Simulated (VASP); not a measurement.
MgIn2N2: single point with LDA

Crystal: MgIn2N2.

```xyz
5
Lattice="1.6315 0.9420 7.5795 -1.6315 0.9420 7.5795 0.0000 -1.8839 7.5795" Properties=species:S:1:pos:R:3 pbc="T T T"
Mg    0.0000    0.0000    0.0000
In    0.0000    0.0000    9.9944
In    0.0000    0.0000   12.7440
N     0.0000    0.0000    6.2952
N     0.0000    0.0000   16.4432
```

- Program: VASP 6.6.1
- Task: single point
- Functional: LDA
- Potentials or basis: VASP PAW LDA potentials, release 64 (Mg, In_d, N)
- Cutoff: 520 eV
- k mesh: 6 × 6 × 6
- Occupations: gaussian, width 0.01 eV
- Spin: no spin polarisation

```
Pressure               : -0.3 GPa
Largest force          : 0.078 eV/Å
Band gap on the k mesh : 0.47 eV, direct
```

Forces in eV/Å, atoms in the order of the input:
```
Mg   0.000  0.000  0.000
In   0.000  0.000 -0.030
In   0.000  0.000  0.030
N    0.000  0.000  0.078
N    0.000  0.000 -0.078
```

Stress tensor (GPa, compression positive):
```
-0.32  0.00  0.00
 0.00 -0.32  0.00
 0.00  0.00 -0.24
```

Levels at points of the mesh, in eV from the valence-band top:
```tsv
k point	band 16	band 17	band 18	band 19	band 20	band 21	band 22	band 23
(0.00, 0.00, 0.00)	-0.63	-0.63	-0.32	-0.32	2.20	3.40	5.86	9.16
(0.50, 0.00, 0.00)	-2.80	-1.74	-1.44	-0.74	2.31	3.11	3.72	6.62
(0.50, 0.50, 0.00)	-2.38	-1.85	-1.67	-1.30	1.29	4.12	4.60	6.58
(0.50, 0.50, 0.50)	-0.66	-0.29	-0.29	0.00	0.47	3.64	6.48	9.46
```

Run time: 2.4 min on 1 thread of AMD EPYC 9R45 96-Core Processor (Zen 5) (shared host), peak memory 0.36 GiB.

Caveat: spin-orbit coupling is left out, which moves the levels of the heavy elements. A k mesh can miss the band edges.
